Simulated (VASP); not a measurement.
# Ti3Al (Fm-3m) in VASP: single point with r2SCAN

Aim: the single point of Ti3Al with r2SCAN.

Program: VASP 6.6.1. These are calculated values, not measurements. Logs are shortened: lines on timing, memory, paths and dates and some standing lists are left out, and cuts for length are marked.

## (1) The cell of the first run

Symmetry: Fm-3m, No. 225, cubic system. Conventional cell: a = 6.461 Å, b = 6.461 Å, c = 6.461 Å, α = 90.00°, β = 90.00°, γ = 90.00°. Within 3.7 Å of Ti (site symmetry -43m) lie 10 Ti at 2.80 to 3.23 Å and 4 Al at 2.80 Å. Ti (site symmetry m-3m) has 8 Ti at 2.80 Å and 6 Al at 3.23 Å within 3.7 Å. Al (site symmetry m-3m) has 14 Ti at 2.80 to 3.23 Å within 3.7 Å.

## (2) Single point, r2SCAN, collinear spin

POSCAR

```
Ti3Al
1.0
    0.0000000000      3.2303620196      3.2303620196
    3.2303620196      0.0000000000      3.2303620196
    3.2303620196      3.2303620196      0.0000000000
Ti Al
3 1
Direct
    0.7500000000      0.7500000000      0.7500000000
    0.2500000000      0.2500000000      0.2500000000
    0.0000000000      0.0000000000      0.0000000000
    0.5000000000      0.5000000000      0.5000000000
```

INCAR.step1

```
SYSTEM = Ti3Al
PREC     = Accurate       ! precision mode
ENCUT    = 520            ! plane-wave cutoff, eV
ISMEAR   = 0              ! smearing method
SIGMA    = 0.1            ! smearing width, eV
LREAL    = .False.        ! projectors in reciprocal space
LASPH    = .True.         ! aspherical terms in the spheres
NELM     = 150            ! most SCF steps
ISPIN    = 2              ! spin polarisation
MAGMOM   = 0.3 0.3 1.5 0  ! initial moments
LMAXMIX  = 4              ! l up to which the mixer works
NBANDS   = 32             ! bands
GGA      = PE             ! functional
ALGO     = Normal         ! electronic algorithm
EDIFF    = 1E-4           ! SCF threshold, eV
LWAVE    = .True.         ! write WAVECAR
LCHARG   = .False.        ! write CHGCAR
```

INCAR.step2

```
SYSTEM = Ti3Al
PREC     = Accurate       ! precision mode
ENCUT    = 520            ! plane-wave cutoff, eV
EDIFF    = 1E-6           ! SCF threshold, eV
ISMEAR   = 0              ! smearing method
SIGMA    = 0.1            ! smearing width, eV
LREAL    = .False.        ! projectors in reciprocal space
LASPH    = .True.         ! aspherical terms in the spheres
NELM     = 150            ! most SCF steps
ALGO     = Normal         ! electronic algorithm
ISIF     = 2              ! what is computed and relaxed
LWAVE    = .False.        ! write WAVECAR
LCHARG   = .False.        ! write CHGCAR
ISPIN    = 2              ! spin polarisation
MAGMOM   = 0.3 0.3 1.5 0  ! initial moments
LORBIT   = 11             ! projections on sites
LMAXMIX  = 4              ! l up to which the mixer works
METAGGA  = R2SCAN         ! meta-GGA
LMIXTAU  = .True.       
NBANDS   = 32             ! bands
ISTART   = 1
```

KPOINTS

```
Automatic mesh
0
Gamma
  12 12 12
  0 0 0
```

Potentials or basis: VASP PAW PBE potentials, release 64 (Ti_sv, Al).

On the command line:

```bash
$ cat potpaw_PBE.64/Ti_sv/POTCAR potpaw_PBE.64/Al/POTCAR > POTCAR
$ cp INCAR.step1 INCAR
$ mpirun -np 1 vasp_std > vasp.out
$ cp INCAR.step2 INCAR
$ mpirun -np 1 vasp_std > vasp.out
```

OUTCAR:

```text
SYSTEM = Ti3Al
   PREC = Accurate
   ENCUT = 520
   EDIFF = 1E-6
   ISMEAR = 0
   LREAL = .False.
   LASPH = .True.
   NELM = 150
   ISIF = 2
   ISPIN = 2
   LORBIT = 11
   METAGGA = R2SCAN
   ISTART = 1

 ion  position               nearest neighbor table
   1  0.750  0.750  0.750-   4 2.80   4 2.80   4 2.80   3 2.80   4 2.80   3 2.80   3 2.80   3 2.80

   2  0.250  0.250  0.250-   3 2.80   3 2.80   3 2.80   3 2.80   4 2.80   4 2.80   4 2.80   4 2.80

   3  0.000  0.000  0.000-   1 2.80   1 2.80   1 2.80   1 2.80   2 2.80   2 2.80   2 2.80   2 2.80

   4  0.500  0.500  0.500-   2 2.80   2 2.80   2 2.80   1 2.80   2 2.80   1 2.80   1 2.80   1 2.80

  LATTYP: Found a face centered cubic cell.
 ALAT       =     6.4607240392

  Lattice vectors:

 A1 = (   0.0000000000,   3.2303620196,   3.2303620196)
 A2 = (   3.2303620196,   0.0000000000,   3.2303620196)
 A3 = (   3.2303620196,   3.2303620196,   0.0000000000)

Analysis of symmetry for initial positions (statically):
=====================================================================
 Subroutine PRICEL returns:
 Original cell was already a primitive cell.

 Routine SETGRP: Setting up the symmetry group for a
 face centered cubic supercell.

 Subroutine GETGRP returns: Found 48 space group operations
 (whereof 48 operations were pure point group operations)
 out of a pool of 48 trial point group operations.

The static configuration has the point symmetry O_h .

Analysis of symmetry for dynamics (positions and initial velocities):
=====================================================================
 Subroutine PRICEL returns:
 Original cell was already a primitive cell.

 Routine SETGRP: Setting up the symmetry group for a
 face centered cubic supercell.

 Subroutine GETGRP returns: Found 48 space group operations
 (whereof 48 operations were pure point group operations)
 out of a pool of 48 trial point group operations.

The dynamic configuration has the point symmetry O_h .

Analysis of structural, dynamic, and magnetic symmetry:
=====================================================================
 Subroutine PRICEL returns:
 Original cell was already a primitive cell.

 Routine SETGRP: Setting up the symmetry group for a
 face centered cubic supercell.

 Subroutine GETGRP returns: Found 48 space group operations
 (whereof 48 operations were pure point group operations)
 out of a pool of 48 trial point group operations.

The overall configuration has the point symmetry O_h .

 Subroutine INISYM returns: Found 48 space group operations
 (whereof 48 operations are pure point group operations),
 and found     1 'primitive' translations

----------------------------------------------------------------------------------------

                                     Primitive cell

  volume of cell :      67.4192

  direct lattice vectors                    reciprocal lattice vectors
     0.000000000  3.230362020  3.230362020    -0.154781414  0.154781414  0.154781414
     3.230362020  0.000000000  3.230362020     0.154781414 -0.154781414  0.154781414
     3.230362020  3.230362020  0.000000000     0.154781414  0.154781414 -0.154781414

  length of vectors
     4.568421779  4.568421779  4.568421779     0.268089273  0.268089273  0.268089273

  position of ions in fractional coordinates (direct lattice)
     0.750000000  0.750000000  0.750000000
     0.250000000  0.250000000  0.250000000
     0.000000000  0.000000000  0.000000000
     0.500000000  0.500000000  0.500000000

  ion indices of the primitive-cell ions
   primitive index   ion index
                 1           1
                 2           2
                 3           3
                 4           4

----------------------------------------------------------------------------------------

 KPOINTS: Automatic mesh

Automatic generation of k-mesh.
 Grid dimensions read from file:
 generate k-points for:   12   12   12

 Generating k-lattice:

  Cartesian coordinates                     Fractional coordinates (reciprocal lattice)
    -0.012898451  0.012898451  0.012898451     0.083333333  0.000000000  0.000000000
     0.012898451 -0.012898451  0.012898451     0.000000000  0.083333333  0.000000000
     0.012898451  0.012898451 -0.012898451     0.000000000  0.000000000  0.083333333

  Length of vectors
     0.022340773  0.022340773  0.022340773

  Shift w.r.t. Gamma in fractional coordinates (k-lattice)
     0.000000000  0.000000000  0.000000000

 Subroutine IBZKPT returns following result:
 ===========================================

 Found     72 irreducible k-points:

 Following reciprocal coordinates:
            Coordinates               Weight
  0.000000  0.000000  0.000000      1.000000
  0.083333  0.000000  0.000000      8.000000
  0.166667  0.000000  0.000000      8.000000
  0.250000  0.000000  0.000000      8.000000
  0.333333  0.000000  0.000000      8.000000
  0.416667  0.000000  0.000000      8.000000
[... 16 lines left out ...]
  0.500000  0.166667  0.000000     24.000000
 -0.416667  0.166667  0.000000     24.000000
 [... further k-points ...]
   k-points           NKPTS =     72   k-points in BZ     NKDIM =     72   number of bands    NBANDS=     32
   number of dos      NEDOS =    301   number of ions     NIONS =      4
   total plane-waves  NPLWV =  46656
   dimension x,y,z NGX =    36 NGY =   36 NGZ =   36
   dimension x,y,z NGXF=    72 NGYF=   72 NGZF=   72
   ions per type =               3   1
   NGX,Y,Z   is equivalent  to a cutoff of  13.10, 13.10, 13.10 a.u.
   NGXF,Y,Z  is equivalent  to a cutoff of  26.20, 26.20, 26.20 a.u.
 SYSTEM =  Ti3Al
   PREC   = accura    normal or accurate (medium, high low for compatibility)
   ISTART =      1    job   : 0-new  1-cont  2-samecut
   ICHARG =      0    charge: 1-file 2-atom 10-const
   ISPIN  =      2    spin polarized calculation?
   LNONCOLLINEAR =      F non collinear calculations
   LSORBIT =      F    spin-orbit coupling
   LASPH  =      T    aspherical Exc in radial PAW
   ENCUT  =  520.0 eV  38.22 Ry    6.18 a.u.   8.49  8.49  8.49*2*pi/ulx,y,z
   NELM   =    150;   NELMIN=  2; NELMDL=  0     # of ELM steps
   EDIFF  = 0.1E-05   stopping-criterion for ELM
   LREAL  =      F    real-space projection
   EDIFFG = 0.1E-04   stopping-criterion for IOM
   NSW    =      0    number of steps for IOM
   IBRION =     -1    ionic relax: 0-MD 1-quasi-New 2-CG
   NFREE  =      0    steps in history (QN), initial steepest desc. (CG)
   ISIF   =      2    stress and relaxation
   ISYM   =      2    0-nonsym 1-usesym 2-fastsym
   POTIM  = 0.5000    time-step for ionic-motion
   TEBEG  =    0.0;   TEEND  =   0.0 temperature during run
   PSTRESS=    0.0 pullay stress
   NELECT =      39.0000    total number of electrons
   NUPDOWN=      -1.0000    fix difference up-down
   EMIN   =  10.00;   EMAX   =-10.00  energy-range for DOS
   EFERMI =   0.00;   METHOD = LEGACY
   ISMEAR =     0;   SIGMA  =   0.10  broadening in eV -4-tet -1-fermi 0-gaus
   EFERMI_NEDOS =   21; number of points for ismear=-14 and -15
   IALGO  =     38    algorithm
   IMIX   =      4    mixing-type and parameters
     AMIX     =   0.40;   BMIX     =  1.00
     AMIX_MAG =   1.60;   BMIX_MAG =  1.00
  volume/ion in A,a.u.               =      16.85       113.74
  Fermi-wavevector in a.u.,A,eV,Ry     =   1.364065  2.577710 25.316010  1.860674
  Thomas-Fermi vector in A             =   2.490414
   LORBIT       =     11    0 simple, 1 ext, 2 COOP (PROOUT), +10 PAW based schemes
   METAGGA = R2SCAN    functional components
   LHFCALC =     F    Hartree Fock is set to
   AEXX    =    0.0000 exact exchange contribution
   IVDW    =     0    specifies the selected vdW correction
   LEPSILON=     F    determine dielectric tensor
   LRPA    =     F    only Hartree local field effects (RPA)
 spin polarized calculation
 Gauss-broadening in eV      SIGMA  =   0.10
  energy-cutoff  :      520.00
  volume of cell :       67.42
 maximum number of plane-waves:      1837
 NGX is ok and might be reduce to    36
   NGX = 17   NGY = 17   NGZ = 17

 number of electron      39.0000008 magnetization       2.4510196

 Free energy of the ion-electron system (eV)
  ---------------------------------------------------
  ext. energy  EPLUGINS =         0.00000000
  ---------------------------------------------------
  free energy    TOTEN  =       -46.54621063 eV

  energy without entropy =      -46.52918485  energy(sigma->0) =      -46.53769774

 E-fermi :   8.1330     XC(G=0): -12.0933

 val. band max:        8.1326502778   @ k =  -0.1667   0.2500   0.0833
 cond. band min:       8.1356002493   @ k =  -0.4167   0.5000   0.0833
 fundamental gap:      0.0029499715
 Fermi energy:         8.1329660385

 spin component 1

 k-point     1 :       0.0000    0.0000    0.0000
  band No.  band energies     occupation
      1     -51.0928      1.00000
      2     -50.9656      1.00000
      3     -50.8958      1.00000
      4     -26.4170      1.00000
      5     -26.4170      1.00000
      6     -26.4170      1.00000
[... 23 lines left out ...]
     30      13.9066      0.00000
     31      13.9066      0.00000
[... 751 lines left out ...]
      1     -51.0269      1.00000
      2     -50.9836      1.00000
      3     -50.9444      1.00000
      4     -26.4976      1.00000
      5     -26.4861      1.00000
      6     -26.4420      1.00000
[... 23 lines left out ...]
     30      12.5515      0.00000
     31      12.7999      0.00000

 [... further k-points ...]

 spin component 2

 k-point     1 :       0.0000    0.0000    0.0000
  band No.  band energies     occupation
      1     -50.7111      1.00000
      2     -50.6671      1.00000
      3     -49.4780      1.00000
      4     -25.9696      1.00000
      5     -25.9695      1.00000
      6     -25.9695      1.00000
[... 23 lines left out ...]
     30      14.3671      0.00000
     31      14.3671      0.00000
[... 751 lines left out ...]
      1     -50.6879      1.00000
      2     -50.6850      1.00000
      3     -49.4835      1.00000
      4     -25.9941      1.00000
      5     -25.9698      1.00000
      6     -25.9473      1.00000
[... 23 lines left out ...]
     30      13.1281      0.00000
     31      13.2608      0.00000

 [... further k-points ...]

 [bands above 31 left out]

------------------------ aborting loop because EDIFF is reached ----------------------------------------

  FORCE on cell =-STRESS in cart. coord.  units (eV):
  Direction    XX          YY          ZZ          XY          YZ          ZX
  --------------------------------------------------------------------------------------
  -------------------------------------------------------------------------------------
  Total        0.1150808      0.1150808      0.1150808     -0.0000000     -0.0000000      0.0000000
  in kB        2.7348279      2.7348279      2.7348279     -0.0000000     -0.0000000      0.0000000
  external PRESSURE =       2.7348279 kB  Pullay stress =       0.0000000 kB

 VOLUME and BASIS-vectors are now :
 -----------------------------------------------------------------------------
  energy-cutoff  :      520.00
  volume of cell :       67.42
      direct lattice vectors                 reciprocal lattice vectors
     0.000000000  3.230362020  3.230362020    -0.154781414  0.154781414  0.154781414
     3.230362020  0.000000000  3.230362020     0.154781414 -0.154781414  0.154781414
     3.230362020  3.230362020  0.000000000     0.154781414  0.154781414 -0.154781414

 POSITION                                       TOTAL-FORCE (eV/Angst)
 -----------------------------------------------------------------------------------
      4.84554      4.84554      4.84554        -0.000000     -0.000000     -0.000000
      1.61518      1.61518      1.61518         0.000000      0.000000      0.000000
      0.00000      0.00000      0.00000         0.000000      0.000000      0.000000
      3.23036      3.23036      3.23036         0.000000      0.000000      0.000000
 -----------------------------------------------------------------------------------
    total drift:                                0.000000      0.000000      0.000000

  FREE ENERGIE OF THE ION-ELECTRON SYSTEM (eV)
  ---------------------------------------------------
  free  energy   TOTEN  =       -46.5462106292 eV

  energy  without entropy=      -46.5291848549  energy(sigma->0) =      -46.53769774

 total charge

# of ion       s       p       d       tot
------------------------------------------
    1        2.205   6.142   1.854  10.201
    2        2.205   6.142   1.854  10.201
    3        2.240   6.118   1.939  10.297
    4        0.406   0.436   0.000   0.842
--------------------------------------------------
tot          7.057  18.837   5.648  31.542

 magnetization (x)

# of ion       s       p       d       tot
------------------------------------------
    1        0.008   0.036   0.224   0.268
    2        0.008   0.036   0.224   0.268
    3        0.031   0.054   1.261   1.346
    4       -0.012  -0.028   0.000  -0.040
--------------------------------------------------
tot          0.036   0.097   1.710   1.843
```

It took 9 min on 1 thread of Intel Xeon 6975P-C (Granite Rapids), shared host; peak memory 0.4 GiB.

Results:

```yaml
Free_energy: -46.5462 eV
Pressure: 0.3 GPa
Net_moment: 2.45 μB per cell
Site_moments: Ti +0.27, +1.35 (each value once); Al -0.04 μB
Valence_electrons_inside_the_program's_atomic_spheres: Ti 10.20, 10.30 (each value once); Al 0.84
```

Caveat: the PAW data sets were made with another functional, which shifts forces and pressure a little.
